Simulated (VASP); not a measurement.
# C21O in VASP: single point with PBE+D3(BJ)

Aim: the single point of C21O with PBE+D3(BJ).

Program: VASP 6.6.1. These are calculated values, not measurements. Logs are shortened: lines on timing, memory, paths and dates and some standing lists are left out, and cuts for length are marked.

### 1 The cell of the first run

The cell holds a slab with vacuum, 22 atoms: a = 5.030 Å, b = 3.557 Å, c = 23.825 Å, α = 90.00°, β = 90.00°, γ = 90.00°.

### 2 Single point, PBE+D3(BJ)

The input, INCAR:

```
SYSTEM = C21O
ALGO = Normal ; DIPOL = 0.5 0.5 0.296
EDIFF = 1E-6 ; ENCUT = 520
GGA = PE ; IDIPOL = 3
ISIF = 2 ; ISMEAR = 0
IVDW = 12 ; LASPH = .TRUE.
LCHARG = .TRUE. ; LDIPOL = .TRUE.
LELF = .TRUE. ; LREAL = Auto
LVACPOTAV = .TRUE. ; LVHAR = .TRUE.
LWAVE = .FALSE. ; NBANDS = 62
NELM = 60 ; PREC = Accurate
SIGMA = 0.05
```

The input, KPOINTS:

```
k-points
0
G
  5 8 1
  0 0 0
```

The input, POSCAR:

```
C21O
1.0
    5.0304222913      0.0000000000      0.0000000000
    0.0000000000      3.5570457144      0.0000000000
    0.0000000000      0.0000000000     23.8251416051
C O
21 1
Direct
    0.2500000000      0.0000000000      0.1678898731
    0.7500000000      0.0000000000      0.1678898731
    0.0000000000      0.2500000000      0.1678898731
    0.5000000000      0.2500000000      0.1678898731
    0.0000000000      0.5000000000      0.2206746831
    0.5000000000      0.5000000000      0.2206746831
    0.2500000000      0.7500000000      0.2206746831
    0.7500000000      0.7500000000      0.2206746831
    0.2500000000      0.0023818432      0.2733210081
    0.7500000000      0.0023818432      0.2733210081
    0.0000000000      0.2476181568      0.2733210081
    0.5000000000      0.2476181568      0.2733210081
    0.0000000000      0.5094747646      0.3275705903
    0.5000000000      0.5094747646      0.3275705903
    0.2500000000      0.7405252354      0.3275705903
    0.7500000000      0.7405252354      0.3275705903
    0.2500000000      0.0286707501      0.3725115994
    0.7500000000      0.0286707501      0.3725115994
    0.0000000000      0.2213292499      0.3725115994
    0.5000000000      0.2213292499      0.3725115994
    0.3750000000      0.7786707501      0.5550918364
    0.3750000000      0.7786707501      0.5068234979
```

Potentials or basis: VASP PAW PBE potentials, release 64 (C, O).

Run with:

```console
cat potpaw_PBE.64/C/POTCAR potpaw_PBE.64/O/POTCAR > POTCAR
mpirun -np 1 vasp_std > vasp.out
```

OUTCAR:

```text
SYSTEM = C21O
   EDIFF = 1E-6
   ENCUT = 520
   GGA = PE
   ISIF = 2
   ISMEAR = 0
   IVDW = 12
   LASPH = .TRUE.
   LREAL = Auto
   NELM = 60
   PREC = Accurate
 IVDW          = 12

 ion  position               nearest neighbor table
   1  0.250  0.000  0.168-   3 1.54   4 1.54   7 1.54
   2  0.750  0.000  0.168-   3 1.54   4 1.54   8 1.54
   3  0.000  0.250  0.168-   1 1.54   2 1.54   5 1.54
   4  0.500  0.250  0.168-   1 1.54   2 1.54   6 1.54
   5  0.000  0.500  0.221-   7 1.54   8 1.54   3 1.54  11 1.54
   6  0.500  0.500  0.221-   7 1.54   8 1.54   4 1.54  12 1.54
   7  0.250  0.750  0.221-   5 1.54   6 1.54   1 1.54   9 1.54
   8  0.750  0.750  0.221-   5 1.54   6 1.54   2 1.54  10 1.54
   9  0.250  0.002  0.273-  11 1.53  12 1.53   7 1.54  15 1.59
  10  0.750  0.002  0.273-  11 1.53  12 1.53   8 1.54  16 1.59
  11  0.000  0.248  0.273-   9 1.53  10 1.53   5 1.54  13 1.59
  12  0.500  0.248  0.273-   9 1.53  10 1.53   6 1.54  14 1.59
  13  0.000  0.509  0.328-  19 1.48  16 1.50  15 1.50  11 1.59
  14  0.500  0.509  0.328-  20 1.48  16 1.50  15 1.50  12 1.59
  15  0.250  0.741  0.328-  17 1.48  14 1.50  13 1.50   9 1.59
  16  0.750  0.741  0.328-  18 1.48  14 1.50  13 1.50  10 1.59
  17  0.250  0.029  0.373-  19 1.43  20 1.43  15 1.48
  18  0.750  0.029  0.373-  19 1.43  20 1.43  16 1.48
  19  0.000  0.221  0.373-  17 1.43  18 1.43  13 1.48
  20  0.500  0.221  0.373-  17 1.43  18 1.43  14 1.48
  21  0.375  0.779  0.555-  22 1.15
  22  0.375  0.779  0.507-  21 1.15

  LATTYP: Found a simple orthorhombic cell.
 ALAT       =     3.5570457144
 B/A-ratio  =     1.4142135624
 C/A-ratio  =     6.6980138908

  Lattice vectors:

 A1 = (   0.0000000000,  -3.5570457144,   0.0000000000)
 A2 = (   5.0304222913,   0.0000000000,   0.0000000000)
 A3 = (   0.0000000000,   0.0000000000,  23.8251416051)

Analysis of symmetry for initial positions (statically):
=====================================================================
 Subroutine PRICEL returns:
 Original cell was already a primitive cell.

 Routine SETGRP: Setting up the symmetry group for a
 simple orthorhombic supercell.

 Subroutine GETGRP returns: Found  1 space group operations
 (whereof  1 operations were pure point group operations)
 out of a pool of  8 trial point group operations.

The static configuration has the point symmetry C_1 .

Analysis of symmetry for dynamics (positions and initial velocities):
=====================================================================
 Subroutine PRICEL returns:
 Original cell was already a primitive cell.

 Routine SETGRP: Setting up the symmetry group for a
 simple orthorhombic supercell.

[... 154 lines left out ...]
   EFERMI =   0.00;   METHOD = LEGACY
   ISMEAR =     0;   SIGMA  =   0.05  broadening in eV -4-tet -1-fermi 0-gaus
   EFERMI_NEDOS =   21; number of points for ismear=-14 and -15
   IALGO  =     38    algorithm
   IMIX   =      4    mixing-type and parameters
     AMIX     =   0.40;   BMIX     =  1.00
     AMIX_MAG =   1.60;   BMIX_MAG =  1.00
  volume/ion in A,a.u.               =      19.38       130.77
  Fermi-wavevector in a.u.,A,eV,Ry     =   0.974793  1.842092 12.928555  0.950222
  Thomas-Fermi vector in A             =   2.105281
   LORBIT       =      0    0 simple, 1 ext, 2 COOP (PROOUT), +10 PAW based schemes
   GGA     = PE    functional components
   LHFCALC =     F    Hartree Fock is set to
   AEXX    =    0.0000 exact exchange contribution
   IVDW    =    12    specifies the selected vdW correction
   LEPSILON=     F    determine dielectric tensor
   LRPA    =     F    only Hartree local field effects (RPA)
 non-spin polarized calculation
 Gauss-broadening in eV      SIGMA  =   0.05
  energy-cutoff  :      520.00
  volume of cell :      426.31
 maximum number of plane-waves:     11543
 NGX is ok and might be reduce to    40
   NGX = 19   NGY = 13   NGZ = 89

 dipolmoment           0.000000      0.000000      0.116713 electrons x Angstroem

 number of electron      90.0000006 magnetization

 dipolmoment           0.000000      0.000000     -0.037655 electrons x Angstroem

 Free energy of the ion-electron system (eV)
  ---------------------------------------------------
  ext. energy  EPLUGINS =         0.00000000
  ---------------------------------------------------
  free energy    TOTEN  =      -183.33151620 eV

  energy without entropy =     -183.32640132  energy(sigma->0) =     -183.32895876

 E-fermi :  -1.1826     XC(G=0):  -5.0958

 val. band max:       -1.1960855602   @ k =   0.4000   0.5000   0.0000
 cond. band min:      -1.1401823941   @ k =   0.2000   0.5000   0.0000
 fundamental gap:      0.0559031661
 Fermi energy:        -1.1826195681

 k-point     1 :       0.0000    0.0000    0.0000
  band No.  band energies     occupation
      1     -25.1668      2.00000
      2     -22.7014      2.00000
      3     -20.8276      2.00000
      4     -18.2549      2.00000
      5     -18.2546      2.00000
      6     -17.7898      2.00000
[... 1249 lines left out ...]
     56       6.7500      0.00000
     57       6.9313      0.00000
 [bands above 57 left out]

------------------------ aborting loop because EDIFF is reached ----------------------------------------

 Edisp (eV)   -3.10849

 E8    (eV) :    -0.9308

  FORCE on cell =-STRESS in cart. coord.  units (eV):
  Direction    XX          YY          ZZ          XY          YZ          ZX
  --------------------------------------------------------------------------------------
  -------------------------------------------------------------------------------------
  Total      -8.24414    11.30929    -5.45861     0.00102    -0.04262     0.00918
  in kB     -30.98323    42.50271   -20.51463     0.00383    -0.16018     0.03449
  external pressure =       -3.00 kB  Pullay stress =        0.00 kB

 VOLUME and BASIS-vectors are now :
 -----------------------------------------------------------------------------
  energy-cutoff  :      520.00
  volume of cell :      426.31
      direct lattice vectors                 reciprocal lattice vectors
     5.030422291  0.000000000  0.000000000     0.198790468  0.000000000  0.000000000
     0.000000000  3.557045714  0.000000000     0.000000000  0.281132175  0.000000000
     0.000000000  0.000000000 23.825141605     0.000000000  0.000000000  0.041972468

 POSITION                                       TOTAL-FORCE (eV/Angst)
 -----------------------------------------------------------------------------------
      1.25761      0.00000      4.00000        -0.000298      4.258955      0.936891
      3.77282      0.00000      4.00000         0.000379      4.259817      0.941425
      0.00000      0.88926      4.00000        -0.000698     -4.259849      0.940641
      2.51521      0.88926      4.00000         0.000617     -4.261075      0.938522
      0.00000      1.77852      5.25761        -0.000442      1.060721     -0.971220
      2.51521      1.77852      5.25761         0.000712      1.062509     -0.966135
[... 14 lines left out ...]
      1.88641      2.76977     13.22514        -0.001106      0.007006     -0.733298
      1.88641      2.76977     12.07514         0.004387     -0.014432      0.718871
 -----------------------------------------------------------------------------------
    total drift:                               -0.000001      0.009446      0.029382

  FREE ENERGIE OF THE ION-ELECTRON SYSTEM (eV)
  ---------------------------------------------------
  free  energy   TOTEN  =      -186.4400066615 eV

  energy  without entropy=     -186.4348917757  energy(sigma->0) =     -186.43744922

 vacuum level on the upper side and lower side of the slab         4.465         4.845
```

OSZICAR:

```text
N       E                     dE             d eps       ncg     rms          rms(c)
DAV:   1     0.679545796148E+03    0.67955E+03   -0.40465E+04  2644   0.123E+03
DAV:   2    -0.105247969245E+03   -0.78479E+03   -0.75551E+03  3668   0.296E+02
DAV:   3    -0.188775795556E+03   -0.83528E+02   -0.82506E+02  3034   0.989E+01
[... 18 lines left out ...]
DAV:  22    -0.183331476677E+03   -0.60283E-04   -0.34231E-06  2340   0.644E-03    0.221E-03
DAV:  23    -0.183331504202E+03   -0.27525E-04   -0.13903E-06  2342   0.396E-03    0.986E-04
DAV:  24    -0.183331513802E+03   -0.96004E-05   -0.37925E-07  2096   0.217E-03    0.539E-04
DAV:  25    -0.183331515443E+03   -0.16403E-05   -0.94958E-08  2104   0.108E-03    0.371E-04
DAV:  26    -0.183331516203E+03   -0.75990E-06   -0.55151E-08  1946   0.777E-04
   1 F= -.18644001E+03 E0= -.18643745E+03  d E =-.511489E-02
```

It took 11 min on 1 thread of Intel Xeon 6975P-C (Granite Rapids), shared host; peak memory 0.67 GiB.

Results:

```
Free energy                : -186.4400 eV
Largest force              : 4.363 eV/Å
Band gap on the k mesh     : zero (bands 45 and 46 overlap by 0.03 eV)
Dispersion energy per atom : -0.141 eV
```

Forces on the atoms (eV/Å):
```
C    0.000  4.259  0.937
C    0.000  4.260  0.941
C   -0.001 -4.260  0.941
C    0.001 -4.261  0.939
C    0.000  1.061 -0.971
C    0.001  1.063 -0.966
C   -0.001 -1.064 -0.966
C    0.000 -1.062 -0.972
C    0.000 -0.007  0.007
C    0.000 -0.011  0.016
C    0.000  0.010  0.015
C    0.000  0.010  0.006
C    0.005  0.003 -0.024
C   -0.004 -0.005 -0.012
C    0.002 -0.004 -0.002
C   -0.003 -0.006 -0.019
C   -0.008  0.016 -0.010
C   -0.008 -0.006  0.051
C    0.009  0.007  0.063
C    0.003  0.005  0.041
C   -0.001  0.007 -0.733
O    0.004 -0.014  0.719
```

The gap in the log of VASP goes by the Fermi energy; the results here count the filled bands.